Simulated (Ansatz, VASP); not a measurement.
## YTi3 in VASP and in Ansatz

Contents of INCAR:

```
  PREC = Accurate
  ENCUT = 600
  EDIFF = 1E-6
  ISMEAR = 0
  SIGMA = 0.1
  LREAL = F
  LASPH = T
  NELM = 100
  ALGO = Normal
  ISIF = 3
  LWAVE = F
  LCHARG = F
  GGA = PE
  IBRION = 2
  NSW = 90
  EDIFFG = -0.04
```

Contents of KPOINTS:

```
Automatic mesh
0
Gamma
  4 4 4
```

File POSCAR:

```
YTi3
1.0
    4.0958430177      0.0000000000      0.0000000000
    0.0000000000      4.0958430177      0.0000000000
    0.0000000000      0.0000000000      4.0958430177
Y Ti
1 3
Direct
    0.0000000000      0.0000000000      0.0000000000
    0.0000000000      0.5000000000      0.5000000000
    0.5000000000      0.0000000000      0.5000000000
    0.5000000000      0.5000000000      0.0000000000
```

Input for Ansatz:

```yaml
crystal:
  lattice:
    - [4.0958430177, 0.0, 0.0]
    - [0.0, 4.0958430177, 0.0]
    - [0.0, 0.0, 4.0958430177]
  atoms:
    - { symbol: "Y", position: [0.0, 0.0, 0.0] }
    - { symbol: Ti, position: [0.0, 0.5, 0.5] }
    - { symbol: Ti, position: [0.5, 0.0, 0.5] }
    - { symbol: Ti, position: [0.5, 0.5, 0.0] }
basis:
  ecutwfc: 420
kpoints:
  mp_grid: { grid: [4, 4, 4] }
hamiltonian:
  xc: pbe
scf:
  occupations: { method: gaussian, width: 0.1 }
  lower_state_search: "off"
output:
  forces: true
  stress: true
  eigenvalues: true
relax:
  adjacent_minimum: "off"
  f_tol: 0.04
  max_steps: 70
  cell: { stress_tol: 0.4 }
```

Alike in both runs: task relaxation of cell and atoms; functional PBE; k mesh 4 × 4 × 4; occupations gaussian, width 0.1 eV; no spin polarisation.

|  | VASP | Ansatz |
| --- | --- | --- |
| version | VASP 6.6.1 | Ansatz 0.2.0 |
| potentials or method | VASP PAW PBE potentials, release 64 (Y_sv, Ti_sv), cutoff 600 eV | scalar-relativistic, plane waves, PAW |
| valence electrons in the cell | 47 | 47 |

```csv
,VASP,Ansatz,Ansatz less VASP
"gap on the k mesh at the Fermi level, each at its own relaxed structure (eV)",none,none,-
relaxed volume (Å³/atom),20.28,20.32,+0.043
relaxed length of the cell vector where the two differ most in proportion (Å),4.329,4.332,+0.0031
```

A gap of «none» marks a metal or a gap that the smearing closes.

The k mesh is coarse, so the values compare programs but aren't converged. Noted on VASP's run: the volume moved by over 15 % at a fixed basis, so the end points are rough.
